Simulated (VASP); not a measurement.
**SnTe: single point with PBE**

The system is SnTe.

```xyz
2
Lattice="0.0000 3.2328 3.2328 3.2328 0.0000 3.2328 3.2328 3.2328 0.0000" Properties=species:S:1:pos:R:3 pbc="T T T"
Sn   -0.0742    0.0000    0.0000
Te    3.3018    3.2328    3.2328
```

This cell differs from its parent crystal: the cell strained.

- Program: VASP 6.6.1
- Task: single point
- Functional: PBE
- Potentials or basis: VASP PAW PBE potentials, release 64 (Sn_d, Te)
- Cutoff: 520 eV
- k mesh: 10 × 10 × 10
- Occupations: gaussian, width 0.03 eV
- Spin: no spin polarisation

```
Pressure               : -0.8 GPa
Largest force          : 0.012 eV/Å
Band gap on the k mesh : 0.38 eV
```

Forces in eV/Å, atoms in the order of the input:
```
Sn  -0.012  0.000  0.000
Te   0.012  0.000  0.000
```

Stress tensor (GPa, compression positive):
```
-0.52  0.00  0.00
 0.00 -0.98  0.00
 0.00  0.00 -0.98
```

Levels at points of the mesh, in eV from the valence-band top:
```tsv
k point	band 7	band 8	band 9	band 10	band 11	band 12	band 13	band 14
(0.00, 0.00, 0.00)	-4.76	-1.80	-1.74	-1.74	3.26	3.26	3.41	5.08
(0.50, 0.00, 0.00)	-7.75	-1.53	-1.45	0.00	0.38	0.68	0.79	7.73
(0.50, 0.50, 0.00)	-6.22	-4.86	-3.19	-3.17	2.53	4.80	4.86	6.01
(0.00, 0.50, 0.50)	-6.37	-4.72	-3.20	-3.20	2.66	4.75	4.75	6.07
```

Run time: 51 s on 1 thread of Intel(R) Xeon(R) 6975P-C (Granite Rapids) (shared host), peak memory 0.27 GiB.

Caveat: the cell differs from its parent crystal (the cell strained); semilocal functionals underestimate gaps, and a narrow one can read as zero; spin-orbit coupling is left out, which moves the levels of the heavy elements. A k mesh can miss the band edges.
